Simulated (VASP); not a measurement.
The system is SnO2.

```
Sn O
1.0
     0.00000    2.57415    2.57415
     2.57415    0.00000    2.57415
     2.57415    2.57415    0.00000
Sn O
1 2
Direct
  0.00000 0.00000 0.00000
  0.75000 0.75000 0.75000
  0.25000 0.25000 0.25000
```

* Program: VASP 6.6.1
* Task: relaxation of cell and atoms
* Functional: RPBE
* Potentials or basis: VASP PAW PBE potentials, release 64 (Sn_d, O)
* Cutoff: 600 eV
* k mesh: 9 × 9 × 9
* Occupations: fermi-dirac, width 0.05 eV
* Spin: no spin polarisation

At the start: pressure 4.1 GPa; volume 11.37 Å³/atom.

Problem. How do energy, volume and symmetry change on relaxing?

Solution. Over 3 steps the energy falls by 3.1 meV/atom and the volume is 11.62 Å³/atom (+2.2 %); space group Fm-3m (No. 225, to 0.1 Å) before and after.

Step by step:
```
step  energy change (eV)  largest force (eV/Å)  pressure (GPa)  volume (Å³)
   1              0.0000                0.0000            4.07        34.11
   2             -0.0023                0.0000           -3.20        35.56
   3             -0.0093                0.0000            0.00        34.87
```

Final structure:
```
Sn O
1.0
     0.00000    2.59311    2.59311
     2.59311    0.00000    2.59311
     2.59311    2.59311    0.00000
Sn O
1 2
Cartesian
  0.0000 0.0000 0.0000
  3.8897 3.8897 3.8897
  1.2966 1.2966 1.2966
```

Caveat: the PAW data sets were made with another functional, which shifts forces and pressure a little.
